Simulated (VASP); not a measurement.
# TaN (Fm-3m) in VASP: notebook

Aim: see how the results for TaN move with the level of theory and the settings. Levels: r2SCAN, r2SCAN+U. Tasks: single point.

Program: VASP 6.6.1. These are calculated values, not measurements. Logs are shortened: lines on timing, memory, paths and dates and some standing lists are left out, and cuts for length are marked.

### Step 1. The cell of the first run

It takes space group Fm-3m (No. 225, cubic). The conventional cell has a = 4.396 Å, b = 4.396 Å, c = 4.396 Å, α = 90.00°, β = 90.00°, γ = 90.00°. Within 2.9 Å of Ta (site symmetry m-3m) lie 6 N at 2.20 Å. Within 2.9 Å of N (site symmetry m-3m) lie 6 Ta at 2.20 Å.

### Step 2. Single point, r2SCAN

File POSCAR:

```
TaN
1.0
    0.0000000000      2.1979111207      2.1979111207
    2.1979111207      0.0000000000      2.1979111207
    2.1979111207      2.1979111207      0.0000000000
Ta N
1 1
Direct
    0.5000000000      0.5000000000      0.5000000000
    0.0000000000      0.0000000000      0.0000000000
```

File INCAR.step1:

```
SYSTEM = TaN
PREC = Accurate
ENCUT = 770
ISMEAR = -1
SIGMA = 0.05
LREAL = .FALSE.
LASPH = .TRUE.
NELM = 120
NBANDS = 16
GGA = PE
ALGO = Normal
EDIFF = 1E-5
LWAVE = .TRUE.
LCHARG = .FALSE.
GGA_COMPAT = .FALSE.
```

File INCAR.step2:

```
SYSTEM = TaN
PREC = Accurate
ENCUT = 770
EDIFF = 1E-6
ISMEAR = -1
SIGMA = 0.05
LREAL = .FALSE.
LASPH = .TRUE.
NELM = 120
ALGO = Normal
ISIF = 2
LWAVE = .FALSE.
LCHARG = .FALSE.
METAGGA = R2SCAN
LMIXTAU = .TRUE.
NBANDS = 16
ISTART = 1
GGA_COMPAT = .FALSE.
```

File KPOINTS:

```
Automatic mesh
0
G
  10 10 10
  0 0 0
```

Potentials or basis: VASP PAW PBE potentials, release 64 (Ta_sv_GW, N).

Command:

```console
$ cat potpaw_PBE.64/Ta_sv_GW/POTCAR potpaw_PBE.64/N/POTCAR > POTCAR
$ cp INCAR.step1 INCAR
$ mpirun -np 1 vasp_std > vasp.out
$ cp INCAR.step2 INCAR
$ mpirun -np 1 vasp_std > vasp.out
```

OUTCAR:

```text
SYSTEM = TaN
   PREC = Accurate
   ENCUT = 770
   EDIFF = 1E-6
   ISMEAR = -1
   LREAL = .FALSE.
   LASPH = .TRUE.
   NELM = 120
   ISIF = 2
   METAGGA = R2SCAN
   ISTART = 1

 ion  position               nearest neighbor table
   1  0.500  0.500  0.500-   2 2.20   2 2.20   2 2.20   2 2.20   2 2.20   2 2.20
   2  0.000  0.000  0.000-   1 2.20   1 2.20   1 2.20   1 2.20   1 2.20   1 2.20

  LATTYP: Found a face centered cubic cell.
 ALAT       =     4.3958222414

  Lattice vectors:

 A1 = (   0.0000000000,   2.1979111207,   2.1979111207)
 A2 = (   2.1979111207,   0.0000000000,   2.1979111207)
 A3 = (   2.1979111207,   2.1979111207,   0.0000000000)

Analysis of symmetry for initial positions (statically):
=====================================================================
 Subroutine PRICEL returns:
 Original cell was already a primitive cell.

 Routine SETGRP: Setting up the symmetry group for a
 face centered cubic supercell.

 Subroutine GETGRP returns: Found 48 space group operations
 (whereof 48 operations were pure point group operations)
 out of a pool of 48 trial point group operations.

The static configuration has the point symmetry O_h .

Analysis of symmetry for dynamics (positions and initial velocities):
=====================================================================
 Subroutine PRICEL returns:
 Original cell was already a primitive cell.

 Routine SETGRP: Setting up the symmetry group for a
 face centered cubic supercell.

 Subroutine GETGRP returns: Found 48 space group operations
 (whereof 48 operations were pure point group operations)
 out of a pool of 48 trial point group operations.

The dynamic configuration has the point symmetry O_h .

 Subroutine INISYM returns: Found 48 space group operations
 (whereof 48 operations are pure point group operations),
 and found     1 'primitive' translations

----------------------------------------------------------------------------------------

                                     Primitive cell

  volume of cell :      21.2354

  direct lattice vectors                    reciprocal lattice vectors
     0.000000000  2.197911121  2.197911121    -0.227488726  0.227488726  0.227488726
[... 81 lines left out ...]
   LNONCOLLINEAR =      F non collinear calculations
   LSORBIT =      F    spin-orbit coupling
   LASPH  =      T    aspherical Exc in radial PAW
   ENCUT  =  770.0 eV  56.59 Ry    7.52 a.u.   7.03  7.03  7.03*2*pi/ulx,y,z
   NELM   =    120;   NELMIN=  2; NELMDL=  0     # of ELM steps
   EDIFF  = 0.1E-05   stopping-criterion for ELM
   LREAL  =      F    real-space projection
   EDIFFG = 0.1E-04   stopping-criterion for IOM
   NSW    =      0    number of steps for IOM
   IBRION =     -1    ionic relax: 0-MD 1-quasi-New 2-CG
   NFREE  =      0    steps in history (QN), initial steepest desc. (CG)
   ISIF   =      2    stress and relaxation
   ISYM   =      2    0-nonsym 1-usesym 2-fastsym
   POTIM  = 0.5000    time-step for ionic-motion
   TEBEG  =    0.0;   TEEND  =   0.0 temperature during run
   PSTRESS=    0.0 pullay stress
   NELECT =      18.0000    total number of electrons
   NUPDOWN=      -1.0000    fix difference up-down
   EMIN   =  10.00;   EMAX   =-10.00  energy-range for DOS
   EFERMI =   0.00;   METHOD = LEGACY
   ISMEAR =    -1;   SIGMA  =   0.05  broadening in eV -4-tet -1-fermi 0-gaus
   EFERMI_NEDOS =   21; number of points for ismear=-14 and -15
   IALGO  =     38    algorithm
   IMIX   =      4    mixing-type and parameters
     AMIX     =   0.40;   BMIX     =  1.00
     AMIX_MAG =   1.60;   BMIX_MAG =  1.00
  volume/ion in A,a.u.               =      10.62        71.65
  Fermi-wavevector in a.u.,A,eV,Ry     =   1.549336  2.927820 32.659986  2.400441
  Thomas-Fermi vector in A             =   2.654157
   LORBIT       =      0    0 simple, 1 ext, 2 COOP (PROOUT), +10 PAW based schemes
   METAGGA = R2SCAN    functional components
   LHFCALC =     F    Hartree Fock is set to
   AEXX    =    0.0000 exact exchange contribution
   IVDW    =     0    specifies the selected vdW correction
   LEPSILON=     F    determine dielectric tensor
   LRPA    =     F    only Hartree local field effects (RPA)
 non-spin polarized calculation
  energy-cutoff  :      770.00
  volume of cell :       21.24
 maximum number of plane-waves:      1056
   NGX = 13   NGY = 13   NGZ = 13

 number of electron      18.0000000 magnetization

 Free energy of the ion-electron system (eV)
  ---------------------------------------------------
  ext. energy  EPLUGINS =         0.00000000
  ---------------------------------------------------
  free energy    TOTEN  =       -62.22012684 eV

  energy without entropy =      -62.21467016  energy(sigma->0) =      -62.21739850

 E-fermi :  13.9132     XC(G=0): -14.7741

 val. band max:       13.7966153905   @ k =  -0.2000   0.2000   0.0000
 cond. band min:      13.9493800241   @ k =  -0.3000   0.3000   0.1000
 fundamental gap:      0.1527646336
 Fermi energy:        13.9132347867

 k-point     1 :       0.0000    0.0000    0.0000
  band No.  band energies     occupation
      1     -57.7843      2.00000
      2     -23.2595      2.00000
      3     -23.2595      2.00000
      4     -23.2595      2.00000
      5      -6.1096      2.00000
      6       9.7447      2.00000
[... 433 lines left out ...]
      3     -23.5060      2.00000
      4     -23.4795      2.00000
      5      -4.5669      2.00000
      6       5.5081      2.00000
[... 8 lines left out ...]
     15      25.2239      0.00000
     16      29.7750      0.00000

 [... further k-points ...]

------------------------ aborting loop because EDIFF is reached ----------------------------------------

  FORCE on cell =-STRESS in cart. coord.  units (eV):
  Direction    XX          YY          ZZ          XY          YZ          ZX
  --------------------------------------------------------------------------------------
  -------------------------------------------------------------------------------------
  Total        0.0036793      0.0036793      0.0036793      0.0000000      0.0000000      0.0000000
  in kB        0.2775938      0.2775938      0.2775938      0.0000000      0.0000000      0.0000000
  external PRESSURE =       0.2775938 kB  Pullay stress =       0.0000000 kB

 VOLUME and BASIS-vectors are now :
 -----------------------------------------------------------------------------
  energy-cutoff  :      770.00
  volume of cell :       21.24
      direct lattice vectors                 reciprocal lattice vectors
     0.000000000  2.197911121  2.197911121    -0.227488726  0.227488726  0.227488726
     2.197911121  0.000000000  2.197911121     0.227488726 -0.227488726  0.227488726
     2.197911121  2.197911121  0.000000000     0.227488726  0.227488726 -0.227488726

 POSITION                                       TOTAL-FORCE (eV/Angst)
 -----------------------------------------------------------------------------------
      2.19791      2.19791      2.19791        -0.000000      0.000000     -0.000000
      0.00000      0.00000      0.00000         0.000000     -0.000000      0.000000
 -----------------------------------------------------------------------------------
    total drift:                                0.000000      0.000000      0.000000

  FREE ENERGIE OF THE ION-ELECTRON SYSTEM (eV)
  ---------------------------------------------------
  free  energy   TOTEN  =       -62.2201268375 eV

  energy  without entropy=      -62.2146701582  energy(sigma->0) =      -62.21739850
```

OSZICAR.step1:

```text
N       E                     dE             d eps       ncg     rms          rms(c)
DAV:   1     0.141265407879E+03    0.14127E+03   -0.14031E+04  1504   0.157E+03
DAV:   2    -0.219729965930E+02   -0.16324E+03   -0.15648E+03  2144   0.393E+02
DAV:   3    -0.284439470174E+02   -0.64710E+01   -0.64525E+01  1824   0.685E+01
DAV:   4    -0.286009264374E+02   -0.15698E+00   -0.15698E+00  2136   0.770E+00
DAV:   5    -0.286031618021E+02   -0.22354E-02   -0.22354E-02  1864   0.677E-01    0.441E+01
DAV:   6    -0.245133311172E+02    0.40898E+01   -0.88809E+00  1848   0.283E+01    0.477E+01
DAV:   7    -0.244235701784E+02    0.89761E-01   -0.47450E-01  1544   0.597E+00    0.252E+01
DAV:   8    -0.243731533950E+02    0.50417E-01   -0.15076E-01  1856   0.340E+00    0.204E+00
DAV:   9    -0.243718635661E+02    0.12898E-02   -0.54408E-03  1824   0.706E-01    0.792E-01
DAV:  10    -0.243718485963E+02    0.14970E-04   -0.14115E-03  1568   0.363E-01    0.140E-01
DAV:  11    -0.243718572178E+02   -0.86214E-05   -0.85425E-05  1744   0.106E-01
   1 F= -.24371857E+02 E0= -.24369014E+02  d E =-.568659E-02
```

Run time: 59 s. Hardware: 1 thread of Intel Xeon Platinum 8488C (Sapphire Rapids), shared host; peak memory 0.19 GiB.

What came out:

```yaml
Free_energy: -62.2201 eV
Pressure: 0.0 GPa
Band_gap_on_the_k_mesh: zero (bands 9 and 10 overlap by 4.09 eV)
```

Caveat: the PAW data sets were made with another functional, which shifts forces and pressure a little; spin-orbit coupling is left out, which moves the levels of the heavy elements.

(Continued in part 2 of 2.)

The gap in the log of VASP goes by the Fermi energy; the results here count the filled bands.